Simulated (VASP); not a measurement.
Input of a VASP 6.6.1 run:

POSCAR

```
ZnSe
1.0
    0.0000000000      2.8324246769      2.8324246769
    2.8324246769      0.0000000000      2.8324246769
    2.8324246769      2.8324246769      0.0000000000
Zn Se
1 1
Direct
    0.0000000000      0.0000000000      0.0000000000
    0.2500000000      0.2500000000      0.2500000000
```

The input INCAR.step1:

```
SYSTEM = ZnSe
PREC = Accurate
ENCUT = 450
EDIFF = 1E-5
ISMEAR = 0
SIGMA = 0.01
LREAL = .False.
LASPH = .True.
NELM = 120
ALGO = Normal
ISIF = 2
LWAVE = .True.
LCHARG = .False.
NBANDS = 16
GGA = PE
GGA_COMPAT = .False.
KPAR = 8
```

The input INCAR.step2:

```
SYSTEM = ZnSe
PREC = Accurate
ENCUT = 450
EDIFF = 1E-6
ISMEAR = 0
SIGMA = 0.01
LREAL = .False.
LASPH = .True.
NELM = 120
ALGO = Normal
ISIF = 2
LWAVE = .False.
LCHARG = .False.
GGA = PE
LHFCALC = .True.
AEXX = 0.35
HFSCREEN = 0.1
PRECFOCK = Normal
NBANDS = 16
ISTART = 1
GGA_COMPAT = .False.
KPAR = 8
```

KPOINTS

```
Automatic mesh
0
Gamma
  4 4 4
  0 0 0
```

Potentials or basis: VASP PAW PBE potentials, release 64 (Zn, Se).

The run is started by

```bash
$ cat potpaw_PBE.64/Zn/POTCAR potpaw_PBE.64/Se/POTCAR > POTCAR
$ cp INCAR.step1 INCAR
$ mpirun -np 8 vasp_std > vasp.out
$ cp INCAR.step2 INCAR
$ mpirun -np 8 vasp_std > vasp.out
```

**Question.** Predict the pressure.

**Answer.** 0.7 GPa.

**Question.** What does it give for the band gap on the k mesh?

**Answer.** 3.40 eV.

Caveat: the k points lie up to 0.48 Å⁻¹ apart; the PAW data sets were made with another functional, which shifts forces and pressure a little.
